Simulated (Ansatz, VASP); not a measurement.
**LiBPt: VASP beside Ansatz**

Contents of INCAR:

```
SYSTEM = LiBPt
PREC = Accurate ; ENCUT = 600
EDIFF = 1E-7 ; ISMEAR = 0
SIGMA = 0.1 ; LREAL = .FALSE.
LASPH = .TRUE. ; NELM = 60
ALGO = Fast ; ISIF = 3
LWAVE = .FALSE. ; LCHARG = .FALSE.
GGA = PE ; IBRION = 2
NSW = 100 ; EDIFFG = -0.01
```

Contents of KPOINTS:

```
Automatic mesh
0
G
  14 14 12
  0 0 0
```

The input POSCAR:

```
LiBPt
1.0
    3.5655796327      0.0000000000      0.0000000000
    0.0000000000      3.5655796327      0.0000000000
    0.0000000000      0.0000000000      4.0145715374
Li B Pt
1 1 1
Direct
    0.0000000000      0.0000000000      0.0000000000
    0.5000000000      0.5000000000      0.5000000000
    0.5000000000      0.5000000000      0.0000000000
```

Input for Ansatz:

```yaml
crystal:
  lattice:
    - [3.5655796327, 0.0, 0.0]
    - [0.0, 3.5655796327, 0.0]
    - [0.0, 0.0, 4.0145715374]
  atoms:
    - { symbol: Li, position: [0.0, 0.0, 0.0] }
    - { symbol: B, position: [0.5, 0.5, 0.5] }
    - { symbol: Pt, position: [0.5, 0.5, 0.0] }
basis:
  ecutwfc: 420
kpoints:
  mp_grid: { grid: [14, 14, 12] }
hamiltonian:
  xc: pbe
scf:
  occupations: { method: gaussian, width: 0.1 }
output:
  forces: true
  stress: true
  eigenvalues: true
relax:
  adjacent_minimum: "off"
  f_tol: 0.01
  max_steps: 80
  cell: { stress_tol: 0.05 }
```

Change from the starting cell: species swapped into the MgNiH type (P4/mmm, No. 123).

Alike in both runs: task relaxation of cell and atoms; functional PBE; k mesh 14 × 14 × 12; occupations gaussian, width 0.1 eV; no spin polarisation.

|  | VASP | Ansatz |
| --- | --- | --- |
| version | VASP 6.6.1 | Ansatz 0.2.0 |
| potentials or method | VASP PAW PBE potentials, release 64 (Li_sv, B, Pt), cutoff 600 eV | scalar-relativistic, plane waves, PAW |
| valence electrons in the cell | 16 | 24 |

Ansatz gave:

```
gap on the k mesh at the Fermi level, each at its own relaxed structure (eV) : none
relaxed volume (Å³/atom)                                                     : 16.93
relaxed cell length with the largest relative difference (Å)                 : 3.558
```

Q: Which values does VASP return?

A: gap on the k mesh at the Fermi level, each at its own relaxed structure (eV): none; relaxed volume (Å³/atom): 16.88; relaxed cell length with the largest relative difference (Å): 3.552.

A gap of «none» marks a metal or a gap that the smearing closes. VASP's potentials hold 16 valence electrons a cell and Ansatz's 24, so a difference there can come from the potentials and not from the codes.

Spin-orbit coupling is off throughout. Noted on VASP's run: the cutoff is short for stress, so the pressure is rough.
